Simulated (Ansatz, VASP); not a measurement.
# FeCo in VASP and in Ansatz

```
CELL_PARAMETERS angstrom
2.88250 0.00000 0.00000
0.00000 2.88250 0.00000
0.00000 0.00000 2.88250
ATOMIC_POSITIONS crystal
Co 0.00000 0.00000 0.00000
Fe 0.50000 0.50000 0.50000
```

Alike in both runs: task single point; functional PBE; k mesh 12 × 12 × 12; no spin polarisation.

|  | VASP | Ansatz |
| --- | --- | --- |
| version | VASP 6.6.1 | Ansatz 0.2.0 |
| potentials or method | VASP PAW PBE potentials, release 64 (Co, Fe), cutoff 600 eV | PAW plane waves |
| occupations | fermi-dirac, width 0.1 eV | fermi-dirac |
| valence electrons in the cell | 17 | 33 |

```csv
,VASP,Ansatz,Ansatz less VASP
pressure (GPa),-23.5,-23.3,+0.17
```

VASP's potentials hold 17 valence electrons a cell and Ansatz's 33, so a difference there can come from the potentials and not from the codes.
